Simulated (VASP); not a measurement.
# Al3Cu (P4/mmm) in VASP: a series of runs

Al3Cu is run at these levels: PBEsol; tasks: single point, relaxation of cell and atoms.

Everything below comes from runs of VASP 6.6.1. Logs are shortened: lines on timing, memory, paths and dates and some standing lists are left out, and cuts for length are marked.

**1. The cell of the first run**

The structure is tetragonal, space group P4/mmm (No. 123). Conventional cell: a = 2.779 Å, b = 2.779 Å, c = 7.604 Å, α = 90.00°, β = 90.00°, γ = 90.00°. Within 4.0 Å of Al (site symmetry 4/mmm) lie 16 Al at 2.78 to 3.93 Å and 2 Cu at 3.80 Å. Al (site symmetry 4mm) has 4 Cu at 2.58 Å and 9 Al at 2.78 to 3.36 Å within 3.4 Å. Within 3.4 Å of Cu (site symmetry 4/mmm) lie 8 Al at 2.58 Å and 4 Cu at 2.78 Å.

**2. Single point, PBEsol**

INCAR reads:

```
SYSTEM = Al3Cu
PREC     = Accurate       ! precision mode
ENCUT    = 520            ! plane-wave cutoff, eV
EDIFF    = 1E-7           ! SCF threshold, eV
ISMEAR   = 0              ! smearing method
SIGMA    = 0.1            ! smearing width, eV
LREAL    = .False.        ! projectors in reciprocal space
LASPH    = .True.         ! aspherical terms in the spheres
NELM     = 60             ! most SCF steps
ALGO     = Fast           ! electronic algorithm
ISIF     = 2              ! what is computed and relaxed
LWAVE    = .False.        ! write WAVECAR
LCHARG   = .False.        ! write CHGCAR
GGA      = PS             ! functional
NBANDS   = 18             ! bands
```

KPOINTS reads:

```
regular mesh
0
Gamma
  16 16 6
  0 0 0
```

POSCAR reads:

```
Al3Cu
1.0
    2.7794561908      0.0000000000      0.0000000000
    0.0000000000      2.7794561908      0.0000000000
    0.0000000000      0.0000000000      7.6037622118
Al Cu
3 1
Direct
    0.0000000000      0.0000000000      0.5000000000
    0.5000000000      0.5000000000      0.2207436302
    0.5000000000      0.5000000000      0.7792563698
    0.0000000000      0.0000000000      0.0000000000
```

Potentials or basis: VASP PAW PBE potentials, release 64 (Al, Cu).

Run with:

```bash
$ cat potpaw_PBE.64/Al/POTCAR potpaw_PBE.64/Cu/POTCAR > POTCAR
$ mpirun -np 1 vasp_std > vasp.out
```

OUTCAR:

```text
SYSTEM = Al3Cu
   PREC = Accurate
   ENCUT = 520
   EDIFF = 1E-7
   ISMEAR = 0
   LREAL = .False.
   LASPH = .True.
   NELM = 60
   ISIF = 2
   GGA = PS

 ion  position               nearest neighbor table
   1  0.000  0.000  0.500-   2 2.89   3 2.89   2 2.89   3 2.89   2 2.89   3 2.89   2 2.89   3 2.89

   2  0.500  0.500  0.221-   4 2.58   4 2.58   4 2.58   4 2.58   1 2.89   1 2.89   1 2.89   1 2.89
                             3 3.36
   3  0.500  0.500  0.779-   4 2.58   4 2.58   4 2.58   4 2.58   1 2.89   1 2.89   1 2.89   1 2.89
                             2 3.36
   4  0.000  0.000  0.000-   2 2.58   3 2.58   2 2.58   3 2.58   2 2.58   3 2.58   2 2.58   3 2.58

  LATTYP: Found a simple tetragonal cell.
 ALAT       =     2.7794561908
 C/A-ratio  =     2.7357014070

  Lattice vectors:

 A1 = (   2.7794561908,   0.0000000000,   0.0000000000)
 A2 = (   0.0000000000,   2.7794561908,   0.0000000000)
 A3 = (   0.0000000000,   0.0000000000,   7.6037622118)

Analysis of symmetry for initial positions (statically):
=====================================================================
 Subroutine PRICEL returns:
 Original cell was already a primitive cell.

 Routine SETGRP: Setting up the symmetry group for a
 simple tetragonal supercell.

 Subroutine GETGRP returns: Found 16 space group operations
 (whereof 16 operations were pure point group operations)
 out of a pool of 16 trial point group operations.

The static configuration has the point symmetry D_4h.

Analysis of symmetry for dynamics (positions and initial velocities):
=====================================================================
 Subroutine PRICEL returns:
 Original cell was already a primitive cell.

 Routine SETGRP: Setting up the symmetry group for a
 simple tetragonal supercell.

 Subroutine GETGRP returns: Found 16 space group operations
 (whereof 16 operations were pure point group operations)
 out of a pool of 16 trial point group operations.

The dynamic configuration has the point symmetry D_4h.

 Subroutine INISYM returns: Found 16 space group operations
 (whereof 16 operations are pure point group operations),
 and found     1 'primitive' translations

----------------------------------------------------------------------------------------

                                     Primitive cell

  volume of cell :      58.7419

  direct lattice vectors                    reciprocal lattice vectors
     2.779456191  0.000000000  0.000000000     0.359782609  0.000000000  0.000000000
     0.000000000  2.779456191  0.000000000     0.000000000  0.359782609  0.000000000
     0.000000000  0.000000000  7.603762212     0.000000000  0.000000000  0.131513844

  length of vectors
     2.779456191  2.779456191  7.603762212     0.359782609  0.359782609  0.131513844

  position of ions in fractional coordinates (direct lattice)
     0.000000000  0.000000000  0.500000000
     0.500000000  0.500000000  0.220743630
     0.500000000  0.500000000  0.779256370
     0.000000000  0.000000000  0.000000000

  ion indices of the primitive-cell ions
   primitive index   ion index
                 1           1
                 2           2
                 3           3
                 4           4

----------------------------------------------------------------------------------------

 KPOINTS: regular mesh

Automatic generation of k-mesh.
 Grid dimensions read from file:
 generate k-points for:   16   16    6

 Generating k-lattice:

  Cartesian coordinates                     Fractional coordinates (reciprocal lattice)
     0.022486413  0.000000000  0.000000000     0.062500000  0.000000000  0.000000000
     0.000000000  0.022486413  0.000000000     0.000000000  0.062500000  0.000000000
     0.000000000  0.000000000  0.021918974     0.000000000  0.000000000  0.166666667

  Length of vectors
     0.022486413  0.022486413  0.021918974

  Shift w.r.t. Gamma in fractional coordinates (k-lattice)
     0.000000000  0.000000000  0.000000000

 Subroutine IBZKPT returns following result:
 ===========================================

 Found    180 irreducible k-points:

 Following reciprocal coordinates:
            Coordinates               Weight
  0.000000  0.000000  0.000000      1.000000
  0.062500  0.000000  0.000000      4.000000
  0.125000  0.000000  0.000000      4.000000
  0.187500  0.000000  0.000000      4.000000
  0.250000  0.000000  0.000000      4.000000
  0.312500  0.000000  0.000000      4.000000
[... 16 lines left out ...]
  0.437500  0.125000  0.000000      8.000000
  0.500000  0.125000  0.000000      4.000000
 [... further k-points ...]
   k-points           NKPTS =    180   k-points in BZ     NKDIM =    180   number of bands    NBANDS=     18
   number of dos      NEDOS =    301   number of ions     NIONS =      4
   total plane-waves  NPLWV =  34560
   dimension x,y,z NGX =    24 NGY =   24 NGZ =   60
   dimension x,y,z NGXF=    48 NGYF=   48 NGZF=  120
   ions per type =               3   1
   NGX,Y,Z   is equivalent  to a cutoff of  14.35, 14.35, 13.12 a.u.
   NGXF,Y,Z  is equivalent  to a cutoff of  28.71, 28.71, 26.24 a.u.
 SYSTEM =  Al3Cu
   PREC   = accura    normal or accurate (medium, high low for compatibility)
   ISTART =      0    job   : 0-new  1-cont  2-samecut
   ICHARG =      2    charge: 1-file 2-atom 10-const
   ISPIN  =      1    spin polarized calculation?
   LNONCOLLINEAR =      F non collinear calculations
   LSORBIT =      F    spin-orbit coupling
   LASPH  =      T    aspherical Exc in radial PAW
   ENCUT  =  520.0 eV  38.22 Ry    6.18 a.u.   5.17  5.17 14.14*2*pi/ulx,y,z
   NELM   =     60;   NELMIN=  2; NELMDL= -5     # of ELM steps
   EDIFF  = 0.1E-06   stopping-criterion for ELM
   LREAL  =      F    real-space projection
   EDIFFG = 0.1E-05   stopping-criterion for IOM
   NSW    =      0    number of steps for IOM
   IBRION =     -1    ionic relax: 0-MD 1-quasi-New 2-CG
   NFREE  =      0    steps in history (QN), initial steepest desc. (CG)
   ISIF   =      2    stress and relaxation
   ISYM   =      2    0-nonsym 1-usesym 2-fastsym
   POTIM  = 0.5000    time-step for ionic-motion
   TEBEG  =    0.0;   TEEND  =   0.0 temperature during run
   PSTRESS=    0.0 pullay stress
   NELECT =      20.0000    total number of electrons
   NUPDOWN=      -1.0000    fix difference up-down
   EMIN   =  10.00;   EMAX   =-10.00  energy-range for DOS
   EFERMI =   0.00;   METHOD = LEGACY
   ISMEAR =     0;   SIGMA  =   0.10  broadening in eV -4-tet -1-fermi 0-gaus
   EFERMI_NEDOS =   21; number of points for ismear=-14 and -15
   IALGO  =     68    algorithm
   IMIX   =      4    mixing-type and parameters
     AMIX     =   0.40;   BMIX     =  1.00
     AMIX_MAG =   1.60;   BMIX_MAG =  1.00
  volume/ion in A,a.u.               =      14.69        99.10
  Fermi-wavevector in a.u.,A,eV,Ry     =   1.143147  2.160235 17.779892  1.306785
  Thomas-Fermi vector in A             =   2.279843
   LORBIT       =      0    0 simple, 1 ext, 2 COOP (PROOUT), +10 PAW based schemes
   GGA     = PS    functional components
   LHFCALC =     F    Hartree Fock is set to
   AEXX    =    0.0000 exact exchange contribution
   IVDW    =     0    specifies the selected vdW correction
   LEPSILON=     F    determine dielectric tensor
   LRPA    =     F    only Hartree local field effects (RPA)
 non-spin polarized calculation
 RMM-DIIS sequential band-by-band and
 Gauss-broadening in eV      SIGMA  =   0.10
  energy-cutoff  :      520.00
  volume of cell :       58.74
 maximum number of plane-waves:      1612
 NGX is ok and might be reduce to    24
   NGX = 11   NGY = 11   NGZ = 29

 number of electron      20.0000007 magnetization

 Free energy of the ion-electron system (eV)
  ---------------------------------------------------
  ext. energy  EPLUGINS =         0.00000000
  ---------------------------------------------------
  free energy    TOTEN  =       -16.95877388 eV

  energy without entropy =      -16.95050484  energy(sigma->0) =      -16.95463936

 E-fermi :   8.4173     XC(G=0): -10.9431

 val. band max:        8.4168142494   @ k =   0.2500   0.0000   0.5000
 cond. band min:       8.4224997029   @ k =   0.3125   0.1875   0.3333
 fundamental gap:      0.0056854535
 Fermi energy:         8.4172603431

 k-point     1 :       0.0000    0.0000    0.0000
  band No.  band energies     occupation
      1      -2.8048      2.00000
      2      -0.3971      2.00000
      3      -0.1164      2.00000
      4       3.8637      2.00000
      5       3.9453      2.00000
      6       4.7459      2.00000
[... 10 lines left out ...]
     17      17.5435      0.00000
     18      17.5470      0.00000

 k-point     2 :       0.0625    0.0000    0.0000
  band No.  band energies     occupation
      1      -2.7292      2.00000
      2      -0.3289      2.00000
      3      -0.0406      2.00000
      4       3.8777      2.00000
      5       3.9671      2.00000
      6       4.6969      2.00000
[... 10 lines left out ...]
     17      17.6257      0.00000
     18      17.9529      0.00000

 k-point     3 :       0.1250    0.0000    0.0000
  band No.  band energies     occupation
      1      -2.5027      2.00000
      2      -0.1256      2.00000
      3       0.1858      2.00000
      4       3.9140      2.00000
      5       4.0304      2.00000
      6       4.5758      2.00000
[... 10 lines left out ...]
     17      17.8705      0.00000
     18      18.3278      0.00000

 k-point     4 :       0.1875    0.0000    0.0000
  band No.  band energies     occupation
      1      -2.1269      2.00000
      2       0.2090      2.00000
      3       0.5600      2.00000
      4       3.9620      2.00000
      5       4.1222      2.00000
      6       4.4279      2.00000
[... 10 lines left out ...]
     17      18.2115      0.00000
     18      18.2731      0.00000

 k-point     5 :       0.2500    0.0000    0.0000
  band No.  band energies     occupation
      1      -1.6046      2.00000
      2       0.6664      2.00000
      3       1.0764      2.00000
      4       4.0064      2.00000
      5       4.2131      2.00000
      6       4.2853      2.00000
[... 10 lines left out ...]
     17      18.0306      0.00000
     18      18.3754      0.00000

 k-point     6 :       0.3125    0.0000    0.0000
  band No.  band energies     occupation
      1      -0.9399      2.00000
      2       1.2287      2.00000
      3       1.7239      2.00000
      4       3.9991      2.00000
      5       4.1667      2.00000
      6       4.2596      2.00000
[... 307 lines left out ...]
 k-point    21 :       0.3125    0.1250    0.0000
  band No.  band energies     occupation
      1      -0.6475      2.00000
      2       1.4734      2.00000
      3       2.0017      2.00000
      4       4.0906      2.00000
      5       4.2030      2.00000
      6       4.3034      2.00000
[... 10 lines left out ...]
     17      16.0853      0.00000
     18      17.4484      0.00000

 k-point    22 :       0.3750    0.1250    0.0000
  band No.  band energies     occupation
      1       0.1472      2.00000
      2       2.0747      2.00000
      3       2.7320      2.00000
      4       3.8085      2.00000
      5       4.1154      2.00000
      6       4.3477      2.00000
[... 10 lines left out ...]
     17      16.3858      0.00000
     18      17.5477      0.00000

 k-point    23 :       0.4375    0.1250    0.0000
  band No.  band energies     occupation
      1       1.0619      2.00000
      2       2.6092      2.00000
      3       3.0741      2.00000
      4       3.4740      2.00000
      5       4.0709      2.00000
      6       4.3193      2.00000
[... 10 lines left out ...]
     17      17.1811      0.00000
     18      17.2795      0.00000

 k-point    24 :       0.5000    0.1250    0.0000
  band No.  band energies     occupation
      1       2.0023      2.00000
      2       2.1378      2.00000
      3       2.8414      2.00000
      4       3.9803      2.00000
      5       4.0626      2.00000
      6       4.1153      2.00000
[... 10 lines left out ...]
     17      16.1857      0.00000
     18      18.0910      0.00000

 [... further k-points ...]

------------------------ aborting loop because EDIFF is reached ----------------------------------------

  FORCE on cell =-STRESS in cart. coord.  units (eV):
  Direction    XX          YY          ZZ          XY          YZ          ZX
  --------------------------------------------------------------------------------------
  -------------------------------------------------------------------------------------
  Total        0.0663219      0.0663219      0.0533770      0.0000000      0.0000000      0.0000000
  in kB        1.8089208      1.8089208      1.4558510      0.0000000      0.0000000      0.0000000
  external PRESSURE =       1.6912308 kB  Pullay stress =       0.0000000 kB

 VOLUME and BASIS-vectors are now :
 -----------------------------------------------------------------------------
  energy-cutoff  :      520.00
  volume of cell :       58.74
      direct lattice vectors                 reciprocal lattice vectors
     2.779456191  0.000000000  0.000000000     0.359782609  0.000000000  0.000000000
     0.000000000  2.779456191  0.000000000     0.000000000  0.359782609  0.000000000
     0.000000000  0.000000000  7.603762212     0.000000000  0.000000000  0.131513844

 POSITION                                       TOTAL-FORCE (eV/Angst)
 -----------------------------------------------------------------------------------
      0.00000      0.00000      3.80188        -0.000000     -0.000000      0.000000
      1.38973      1.38973      1.67848        -0.000000      0.000000      0.021433
      1.38973      1.38973      5.92528         0.000000      0.000000     -0.021433
      0.00000      0.00000      0.00000        -0.000000     -0.000000      0.000000
 -----------------------------------------------------------------------------------
    total drift:                               -0.000000      0.000000     -0.000000

  FREE ENERGIE OF THE ION-ELECTRON SYSTEM (eV)
  ---------------------------------------------------
  free  energy   TOTEN  =       -16.9587738806 eV

  energy  without entropy=      -16.9505048374  energy(sigma->0) =      -16.95463936
```

Run time: 6 min. Hardware: 1 thread of Intel Xeon 8259CL, shared host; peak memory 0.31 GiB.

Results:

| Property | Result |
| --- | --- |
| Free energy | -16.9588 eV |
| Pressure | 0.2 GPa |
| Largest force | 0.021 eV/Å |
| Band gap on the k mesh | zero (bands 10 and 11 overlap by 6.09 eV) |

Forces on the atoms (eV/Å):
```
Al   0.000  0.000  0.000
Al   0.000  0.000  0.021
Al   0.000  0.000 -0.021
Cu   0.000  0.000  0.000
```

Levels at points of the mesh, in eV from the Fermi level:
```tsv
k point	band 7	band 8	band 9	band 10	band 11	band 12	band 13	band 14
(0.00, 0.00, 0.00)	-3.67	-3.28	-1.83	0.45	6.39	6.64	6.64	7.91
(0.50, 0.00, 0.00)	-3.75	-3.70	-3.57	-2.39	-1.92	2.63	3.85	3.91
(0.50, 0.50, 0.00)	-2.52	-0.45	-0.38	0.12	0.12	0.51	0.51	0.74
(0.00, 0.00, 0.50)	-3.67	-3.56	-3.28	4.01	5.52	6.38	7.22	7.22
(0.50, 0.00, 0.50)	-3.75	-3.57	-2.65	-1.06	-1.03	0.05	0.76	8.60
(0.50, 0.50, 0.50)	-1.85	-1.63	-1.63	-0.53	-0.49	0.62	1.59	3.28
```

Caveat: the PAW data sets were made with another functional, which shifts forces and pressure a little.

**3. Relaxation of cell and atoms, PBEsol**

This run uses another cell than the first one, of 15.08 Å³/atom.

INCAR reads:

```
SYSTEM = Al3Cu
  PREC = Accurate
  ENCUT = 600
  EDIFF = 1E-6
  ISMEAR = 0
  SIGMA = 0.1
  LREAL = .False.
  LASPH = .True.
  NELM = 60
  ALGO = Fast
  ISIF = 3
  LWAVE = .False.
  LCHARG = .False.
  GGA = PS
  IBRION = 2
  NSW = 70
  EDIFFG = -0.005
```

KPOINTS is that of step 2.

POSCAR reads:

```
Al3Cu
1.0
    2.8029787992      0.0000000000      0.0000000000
    0.0000000000      2.8029787992      0.0000000000
    0.0000000000      0.0000000000      7.6757986744
Al Cu
3 1
Direct
    0.0000000000      0.0000000000      0.5000000000
    0.5000000000      0.5000000000      0.2227835996
    0.5000000000      0.5000000000      0.7772164004
    0.0000000000      0.0000000000      0.0000000000
```

Potentials or basis: VASP PAW PBE potentials, release 64 (Al, Cu).

Run with:

```bash
$ cat potpaw_PBE.64/Al/POTCAR potpaw_PBE.64/Cu/POTCAR > POTCAR
$ mpirun -np 1 vasp_std > vasp.out
```

Wall time 29 min (1 thread of Intel Xeon 8259CL, shared host); peak memory 0.35 GiB.

It converged, with:

```yaml
Free_energy: -16.9594 eV
Relaxed_volume: 14.72 Å³/atom
Relaxed_cell: a = 2.782 Å, b = 2.782 Å, c = 7.607 Å, α = 90.00°, β = 90.00°, γ = 90.00°
Space_group_after_relaxing_to_0.1_Å: P4/mmm (No. 123)
Energy_gained_by_relaxing: 3.3 meV/atom
Ionic_steps: 14
Pressure_after_relaxing: 0.0 GPa
Band_gap_on_the_k_mesh: zero (bands 10 and 11 overlap by 6.08 eV)
```

Forces in eV/Å, atoms in the order of the input:
```
Al   0.000  0.000  0.000
Al   0.000  0.000 -0.002
Al   0.000  0.000  0.002
Cu   0.000  0.000  0.000
```

Step by step:
| step | energy change (eV) | largest force (eV/Å) | pressure (GPa) | volume (Å³) |
| --- | --- | --- | --- | --- |
| 1 | 0.0000 | 0.1215 | -2.75 | 60.31 |
| 2 | -0.0100 | 0.0151 | 1.15 | 58.08 |
| 3 | -0.0128 | 0.0538 | -0.30 | 58.82 |
| 4 | -0.0127 | 0.0448 | 0.39 | 58.64 |
| 5 | -0.0128 | 0.0493 | 0.07 | 58.73 |
| 6 | -0.0128 | 0.0509 | 0.24 | 58.76 |
| 7 | -0.0129 | 0.0427 | -0.27 | 58.94 |
| 8 | -0.0129 | 0.0456 | -0.08 | 58.88 |
| 9 | -0.0129 | 0.0438 | -0.04 | 58.91 |
| 10 | -0.0129 | 0.0430 | -0.26 | 58.93 |
| 11 | -0.0131 | 0.0277 | -0.26 | 58.93 |
| 12 | -0.0132 | 0.0000 | -0.05 | 58.93 |
| 13 | -0.0132 | 0.0011 | -0.10 | 58.93 |
| 14 | -0.0133 | 0.0021 | 0.04 | 58.88 |

Final structure:
```
Al Cu
1.0
     2.78197    0.00000    0.00000
     0.00000    2.78197    0.00000
     0.00000    0.00000    7.60746
Al Cu
3 1
Direct
  0.00000 0.00000 0.50000
  0.50000 0.50000 0.22113
  0.50000 0.50000 0.77887
  0.00000 0.00000 0.00000
```

Levels at points of the mesh, in eV from the Fermi level:
```tsv
k point	band 8	band 9	band 10	band 11	band 12	band 13
(0.00, 0.00, 0.00)	-3.26	-1.82	0.45	6.38	6.62	6.62
(0.50, 0.00, 0.00)	-3.69	-3.55	-2.39	-1.91	2.63	3.84
(0.50, 0.50, 0.00)	-0.46	-0.39	0.13	0.13	0.50	0.50
(0.00, 0.00, 0.50)	-3.55	-3.26	4.02	5.53	6.37	7.19
(0.50, 0.00, 0.50)	-3.56	-2.64	-1.05	-1.03	0.05	0.75
(0.50, 0.50, 0.50)	-1.64	-1.64	-0.54	-0.50	0.62	1.58
```

Caveat: the PAW data sets were made with another functional, which shifts forces and pressure a little.
